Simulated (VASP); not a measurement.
# MgSi32 (a cell with a defect) in VASP: single point with PBE

Aim: the single point of MgSi32 (a cell with a defect) with PBE.

Program: VASP 6.6.1. These are calculated values, not measurements. Logs are shortened: lines on timing, memory, paths and dates and some standing lists are left out, and cuts for length are marked.

## Step 1: The cell of the first run

The cell holds a defect, 33 atoms: a = 9.220 Å, b = 9.220 Å, c = 9.992 Å, α = 116.09°, β = 116.09°, γ = 92.69°.

## Step 2: Single point, PBE

INCAR

```
  PREC = Accurate
  ENCUT = 520
  EDIFF = 1E-6
  ISMEAR = 0
  SIGMA = 0.02
  LREAL = Auto
  LASPH = True
  NELM = 100
  ALGO = Normal
  ISIF = 2
  LWAVE = False
  LCHARG = False
  GGA = PE
  NELECT = 128.0
  NBANDS = 87
```

KPOINTS

```
Automatic mesh
0
Gamma
  2 2 2
  0.5 0.5 0.5
```

POSCAR

```
MgSi32
1.0
    0.0000000001     -6.6706137337      6.3650227274
   -0.0000000001      6.6706137337      6.3650227274
   -7.7025612697     -0.0000000001     -6.3650227274
Si Mg
32 1
Direct
    0.4897988035      0.3231321368      0.7500000000
    0.7397988035      0.5731321368      0.2500000000
    0.1147988035      0.4481321368      0.5000000000
    0.6147988035      0.9481321368      0.5000000000
    0.9897988035      0.8231321368      0.7500000000
    0.8647988035      0.1981321368      0.0000000000
    0.3647988035      0.6981321368      0.0000000000
    0.2397988035      0.0731321368      0.2500000000
    0.6981321368      0.3647988035      0.5000000000
    0.9481321368      0.6147988035      0.0000000000
    0.3231321368      0.4897988035      0.2500000000
    0.8231321368      0.9897988035      0.2500000000
    0.1981321368      0.8647988035      0.5000000000
    0.0731321368      0.2397988035      0.7500000000
    0.5731321368      0.7397988035      0.7500000000
    0.4481321368      0.1147988035      0.0000000000
    0.6768678632      0.5102011965      0.7500000000
    0.9268678632      0.7602011965      0.2500000000
    0.3018678632      0.6352011965      0.5000000000
    0.8018678632      0.1352011965      0.5000000000
    0.1768678632      0.0102011965      0.7500000000
    0.0518678632      0.3852011965      0.0000000000
    0.5518678632      0.8852011965      0.0000000000
    0.4268678632      0.2602011965      0.2500000000
    0.8852011965      0.5518678632      0.5000000000
    0.1352011965      0.8018678632      0.0000000000
    0.5102011965      0.6768678632      0.2500000000
    0.0102011965      0.1768678632      0.2500000000
    0.3852011965      0.0518678632      0.5000000000
    0.2602011965      0.4268678632      0.7500000000
    0.7602011965      0.9268678632      0.7500000000
    0.6352011965      0.3018678632      0.0000000000
    0.0053302795     -0.0044722335      0.0004786588
```

Potentials or basis: VASP PAW PBE potentials, release 64 (Si, Mg).

Command:

```bash
$ cat potpaw_PBE.64/Si/POTCAR potpaw_PBE.64/Mg/POTCAR > POTCAR
$ mpirun -np 1 vasp_std > vasp.out
```

OUTCAR:

```text
PREC = Accurate
   ENCUT = 520
   EDIFF = 1E-6
   ISMEAR = 0
   LREAL = Auto
   LASPH = True
   NELM = 100
   ISIF = 2
   GGA = PE
   NELECT = 128.0

 ion  position               nearest neighbor table
   1  0.490  0.323  0.750-  32 2.36  29 2.36  30 2.36  17 2.38
   2  0.740  0.573  0.250-  25 2.36  32 2.36  27 2.36  18 2.38
   3  0.115  0.448  0.500-  30 2.36  28 2.36  25 2.36  19 2.38
   4  0.615  0.948  0.500-  31 2.36  27 2.36  29 2.36  20 2.38
   5  0.990  0.823  0.750-  33 2.23  26 2.36  25 2.36  31 2.36  21 2.38
   6  0.865  0.198  0.000-  33 2.32  28 2.36  31 2.36  32 2.36  22 2.38
   7  0.365  0.698  0.000-  27 2.36  30 2.36  26 2.36  23 2.38
   8  0.240  0.073  0.250-  33 2.22  29 2.36  26 2.36  28 2.36  24 2.38
   9  0.698  0.365  0.500-  24 2.36  17 2.36  20 2.36  25 2.38
  10  0.948  0.615  0.000-  17 2.36  18 2.36  22 2.36  26 2.38
  11  0.323  0.490  0.250-  22 2.36  19 2.36  24 2.36  27 2.38
  12  0.823  0.990  0.250-  23 2.36  20 2.36  18 2.36  28 2.38
  13  0.198  0.865  0.500-  18 2.36  21 2.36  19 2.36  29 2.38
  14  0.073  0.240  0.750-  20 2.36  22 2.36  21 2.36  30 2.38
[... 9 lines left out ...]
  24  0.427  0.260  0.250-   9 2.36  16 2.36  11 2.36   8 2.38
  25  0.885  0.552  0.500-   2 2.36   5 2.36   3 2.36   9 2.38
  26  0.135  0.802  0.000-  33 2.20   5 2.36   8 2.36   7 2.36  10 2.38
  27  0.510  0.677  0.250-   7 2.36   4 2.36   2 2.36  11 2.38
  28  0.010  0.177  0.250-  33 2.29   6 2.36   3 2.36   8 2.36  12 2.38
  29  0.385  0.052  0.500-   8 2.36   1 2.36   4 2.36  13 2.38
  30  0.260  0.427  0.750-   3 2.36   7 2.36   1 2.36  14 2.38
  31  0.760  0.927  0.750-  33 2.30   4 2.36   6 2.36   5 2.36  15 2.38
  32  0.635  0.302  0.000-   1 2.36   2 2.36   6 2.36  16 2.38
  33  0.005  0.996  0.000-  26 2.20   8 2.22   5 2.23  28 2.29  31 2.30   6 2.32

  LATTYP: Found a face centered orthorhombic cell.
 ALAT       =    12.7300454548
 B/A-ratio  =     1.0480109843
 C/A-ratio  =     1.2101388478

  Lattice vectors:

 A1 = (  -7.7025612698,   6.6706137336,   0.0000000000)
 A2 = (  -7.7025612697,  -0.0000000001,   6.3650227274)
 A3 = (  -0.0000000001,   6.6706137337,   6.3650227274)

Analysis of symmetry for initial positions (statically):
=====================================================================
 Subroutine PRICEL returns:
 Original cell was already a primitive cell.

 Routine SETGRP: Setting up the symmetry group for a
 face centered orthorhombic supercell.

 Subroutine GETGRP returns: Found  1 space group operations
 (whereof  1 operations were pure point group operations)
 out of a pool of  8 trial point group operations.

The static configuration has the point symmetry C_1 .

Analysis of symmetry for dynamics (positions and initial velocities):
=====================================================================
 Subroutine PRICEL returns:
 Original cell was already a primitive cell.

 Routine SETGRP: Setting up the symmetry group for a
 face centered orthorhombic supercell.

 Subroutine GETGRP returns: Found  1 space group operations
 (whereof  1 operations were pure point group operations)
 out of a pool of  8 trial point group operations.

The dynamic configuration has the point symmetry C_1 .

 Subroutine INISYM returns: Found  1 space group operations
 (whereof  1 operations are pure point group operations),
 and found     1 'primitive' translations

----------------------------------------------------------------------------------------

                                     Primitive cell

  volume of cell :     654.0801

  direct lattice vectors                    reciprocal lattice vectors
     0.000000000 -6.670613734  6.365022727    -0.064913473 -0.074955622  0.078554315
    -0.000000000  6.670613734  6.365022727    -0.064913473  0.074955622  0.078554315
    -7.702561270 -0.000000000 -6.365022727    -0.129826945 -0.000000000  0.000000000

  length of vectors
     9.220119408  9.220119408  9.992145137     0.126502508  0.126502508  0.129826945

  position of ions in fractional coordinates (direct lattice)
     0.489798804  0.323132137  0.750000000
     0.739798804  0.573132137  0.250000000
     0.114798804  0.448132137  0.500000000
     0.614798804  0.948132137  0.500000000
     0.989798804  0.823132137  0.750000000
     0.864798804  0.198132137  0.000000000
[... 25 lines left out ...]
     0.635201196  0.301867863  0.000000000
     0.005330280  0.995527766  0.000478659

  ion indices of the primitive-cell ions
   primitive index   ion index
                 1           1
                 2           2
                 3           3
                 4           4
                 5           5
                 6           6
[... 25 lines left out ...]
                32          32
                33          33

----------------------------------------------------------------------------------------

 KPOINTS: Automatic mesh

Automatic generation of k-mesh.
 Grid dimensions read from file:
 generate k-points for:    2    2    2

 Generating k-lattice:

  Cartesian coordinates                     Fractional coordinates (reciprocal lattice)
    -0.032456736 -0.037477811  0.039277157     0.500000000  0.000000000  0.000000000
    -0.032456736  0.037477811  0.039277157     0.000000000  0.500000000  0.000000000
    -0.064913473 -0.000000000  0.000000000     0.000000000  0.000000000  0.500000000

  Length of vectors
     0.063251254  0.063251254  0.064913473

  Shift w.r.t. Gamma in fractional coordinates (k-lattice)
     0.500000000  0.500000000  0.500000000

 Subroutine IBZKPT returns following result:
 ===========================================

 Found      4 irreducible k-points:

 Following reciprocal coordinates:
            Coordinates               Weight
  0.250000  0.250000  0.250000      2.000000
 -0.250000  0.250000  0.250000      2.000000
 -0.250000  0.250000 -0.250000      2.000000
 -0.250000 -0.250000  0.250000      2.000000
   k-points           NKPTS =      4   k-points in BZ     NKDIM =      4   number of bands    NBANDS=     87
   number of dos      NEDOS =    301   number of ions     NIONS =     33
   total plane-waves  NPLWV = 392000
   dimension x,y,z NGX =    70 NGY =   70 NGZ =   80
   dimension x,y,z NGXF=   140 NGYF=  140 NGZF=  160
   ions per type =              32   1
   NGX,Y,Z   is equivalent  to a cutoff of  12.62, 12.62, 13.31 a.u.
   NGXF,Y,Z  is equivalent  to a cutoff of  25.24, 25.24, 26.62 a.u.
 SYSTEM =  unknown system
   PREC   = accura    normal or accurate (medium, high low for compatibility)
   ISTART =      0    job   : 0-new  1-cont  2-samecut
   ICHARG =      2    charge: 1-file 2-atom 10-const
   ISPIN  =      1    spin polarized calculation?
   LNONCOLLINEAR =      F non collinear calculations
   LSORBIT =      F    spin-orbit coupling
   LASPH  =      T    aspherical Exc in radial PAW
   ENCUT  =  520.0 eV  38.22 Ry    6.18 a.u.  17.14 17.14 18.58*2*pi/ulx,y,z
   NELM   =    100;   NELMIN=  2; NELMDL= -5     # of ELM steps
   EDIFF  = 0.1E-05   stopping-criterion for ELM
   LREAL  =      T    real-space projection
   EDIFFG = 0.1E-04   stopping-criterion for IOM
   NSW    =      0    number of steps for IOM
   IBRION =     -1    ionic relax: 0-MD 1-quasi-New 2-CG
   NFREE  =      0    steps in history (QN), initial steepest desc. (CG)
   ISIF   =      2    stress and relaxation
   ISYM   =      2    0-nonsym 1-usesym 2-fastsym
   POTIM  = 0.5000    time-step for ionic-motion
   TEBEG  =    0.0;   TEEND  =   0.0 temperature during run
   PSTRESS=    0.0 pullay stress
   NELECT =     128.0000    total number of electrons
   NUPDOWN=      -1.0000    fix difference up-down
   EMIN   =  10.00;   EMAX   =-10.00  energy-range for DOS
   EFERMI =   0.00;   METHOD = LEGACY
   ISMEAR =     0;   SIGMA  =   0.02  broadening in eV -4-tet -1-fermi 0-gaus
   EFERMI_NEDOS =   21; number of points for ismear=-14 and -15
   IALGO  =     38    algorithm
   IMIX   =      4    mixing-type and parameters
     AMIX     =   0.40;   BMIX     =  1.00
     AMIX_MAG =   1.60;   BMIX_MAG =  1.00
  volume/ion in A,a.u.               =      19.82       133.76
  Fermi-wavevector in a.u.,A,eV,Ry     =   0.950461  1.796112 12.291190  0.903377
  Thomas-Fermi vector in A             =   2.078840
   LORBIT       =      0    0 simple, 1 ext, 2 COOP (PROOUT), +10 PAW based schemes
   GGA     = PE    functional components
   LHFCALC =     F    Hartree Fock is set to
   AEXX    =    0.0000 exact exchange contribution
   IVDW    =     0    specifies the selected vdW correction
   LEPSILON=     F    determine dielectric tensor
   LRPA    =     F    only Hartree local field effects (RPA)
 non-spin polarized calculation
 Gauss-broadening in eV      SIGMA  =   0.02
  energy-cutoff  :      520.00
  volume of cell :      654.08
 maximum number of plane-waves:     17670
 NGX is ok and might be reduce to    70
   NGX = 35   NGY = 35   NGZ = 37

 number of electron     128.0000000 magnetization

 Free energy of the ion-electron system (eV)
  ---------------------------------------------------
  ext. energy  EPLUGINS =         0.00000000
  ---------------------------------------------------
  free energy    TOTEN  =      -182.52243149 eV

  energy without entropy =     -182.52243149  energy(sigma->0) =     -182.52243149

 E-fermi :   5.7502     XC(G=0):  -9.3576

 val. band max:        5.6543536527   @ k =  -0.2500  -0.2500   0.2500
 cond. band min:       6.3665511112   @ k =   0.2500   0.2500   0.2500
 fundamental gap:      0.7121974584
 Fermi energy:         5.7502086579

 k-point     1 :       0.2500    0.2500    0.2500
  band No.  band energies     occupation
      1      -5.9291      2.00000
      2      -5.3462      2.00000
      3      -5.2181      2.00000
      4      -5.1105      2.00000
      5      -4.0596      2.00000
      6      -4.0562      2.00000
[... 68 lines left out ...]
     75       8.0413      0.00000
     76       8.2516      0.00000

 k-point     2 :      -0.2500    0.2500    0.2500
  band No.  band energies     occupation
      1      -6.0557      2.00000
      2      -5.3481      2.00000
      3      -4.8321      2.00000
      4      -4.8150      2.00000
      5      -4.5245      2.00000
      6      -4.2542      2.00000
[... 68 lines left out ...]
     75       7.9798      0.00000
     76       8.1814      0.00000

 k-point     3 :      -0.2500    0.2500   -0.2500
  band No.  band energies     occupation
      1      -6.0557      2.00000
      2      -5.3481      2.00000
      3      -4.8322      2.00000
      4      -4.8149      2.00000
      5      -4.5246      2.00000
      6      -4.2541      2.00000
[... 68 lines left out ...]
     75       7.9798      0.00000
     76       8.1814      0.00000

 k-point     4 :      -0.2500   -0.2500    0.2500
  band No.  band energies     occupation
      1      -6.1418      2.00000
      2      -5.0342      2.00000
      3      -4.8483      2.00000
      4      -4.8113      2.00000
      5      -4.5780      2.00000
      6      -4.3520      2.00000
[... 68 lines left out ...]
     75       8.0482      0.00000
     76       8.0980      0.00000
 [bands above 76 left out]

------------------------ aborting loop because EDIFF is reached ----------------------------------------

  FORCE on cell =-STRESS in cart. coord.  units (eV):
  Direction    XX          YY          ZZ          XY          YZ          ZX
  --------------------------------------------------------------------------------------
  -------------------------------------------------------------------------------------
  Total       -0.2222753      0.6072670    -16.3412811      0.0071509      0.1193381     -0.0080226
  in kB       -0.5444660      1.4875081    -40.0281736      0.0175162      0.2923202     -0.0196514
  external PRESSURE =     -13.0283772 kB  Pullay stress =       0.0000000 kB

 VOLUME and BASIS-vectors are now :
 -----------------------------------------------------------------------------
  energy-cutoff  :      520.00
  volume of cell :      654.08
      direct lattice vectors                 reciprocal lattice vectors
     0.000000000 -6.670613734  6.365022727    -0.064913473 -0.074955622  0.078554315
    -0.000000000  6.670613734  6.365022727    -0.064913473  0.074955622  0.078554315
    -7.702561270 -0.000000000 -6.365022727    -0.129826945 -0.000000000  0.000000000

 POSITION                                       TOTAL-FORCE (eV/Angst)
 -----------------------------------------------------------------------------------
     -5.77692     -1.11177      0.40056        -0.006811      0.037909      0.222858
     -1.92564     -1.11177      6.76558         0.005691      0.038976      0.221076
     -3.85128      2.22354      0.40056        -0.213207     -0.018707      0.292801
     -3.85128      2.22354      6.76558         0.215702     -0.018394      0.293243
     -5.77692     -1.11177      6.76558         3.065275     -1.717690      0.794854
      0.00000     -4.44708      6.76558         0.003714      2.501572      0.619281
[... 25 lines left out ...]
      0.00000     -2.22354      5.96447        -0.000728      0.102600     -0.291144
     -0.00369      6.60522      6.36744         0.109786      1.959291      0.018109
 -----------------------------------------------------------------------------------
    total drift:                               -0.000255     -0.000789      0.000431

  FREE ENERGIE OF THE ION-ELECTRON SYSTEM (eV)
  ---------------------------------------------------
  free  energy   TOTEN  =      -182.5224314866 eV

  energy  without entropy=     -182.5224314866  energy(sigma->0) =     -182.52243149
```

Wall time 6.9 min (1 thread of Intel Xeon Platinum 8259CL at 2.50GHz (Skylake/Cascade Lake), shared host); peak memory 0.79 GiB.

Results:

```
Free energy   : -182.5224 eV
Largest force : 4.048 eV/Å
```

Forces on the atoms (eV/Å):
```
Si  -0.007  0.038  0.223
Si   0.006  0.039  0.221
Si  -0.213 -0.019  0.293
Si   0.216 -0.018  0.293
Si   3.065 -1.718  0.795
Si   0.004  2.502  0.619
Si  -0.001 -0.114  0.275
Si  -3.134 -1.761  0.806
Si  -0.116 -0.013 -0.153
Si   0.001  0.210 -0.333
Si  -0.041  0.051 -0.089
Si   0.092 -0.046 -0.295
Si   0.115 -0.013 -0.153
Si   0.040  0.051 -0.091
Si  -0.093 -0.046 -0.295
Si   0.002 -0.077 -0.113
Si   0.047 -0.038  0.089
Si  -0.046 -0.038  0.090
Si   0.107  0.006  0.148
Si  -0.107  0.006  0.148
Si  -0.104  0.052  0.310
Si  -0.001 -0.206  0.311
Si  -0.001  0.076  0.115
Si   0.106  0.053  0.313
Si   0.211 -0.007 -0.289
Si   0.006 -3.955 -0.861
Si  -0.001 -0.033 -0.219
Si  -2.412  1.517 -0.696
Si  -0.213 -0.007 -0.288
Si   0.002 -0.033 -0.218
Si   2.362  1.481 -0.685
Si  -0.001  0.103 -0.291
Mg   0.110  1.959  0.018
```

Levels at points of the mesh, in eV from the Fermi level:
```
           k point  band 62  band 63  band 64  band 65  band 66  band 67
(0.25, 0.25, 0.25)    -1.04    -0.93    -0.88     0.62     0.85     0.85
```

Caveat: the cell carries a net charge on a neutralising background, which shifts energy and pressure; the cell is charged against a uniform background, so pressure and absolute levels hang on convention.
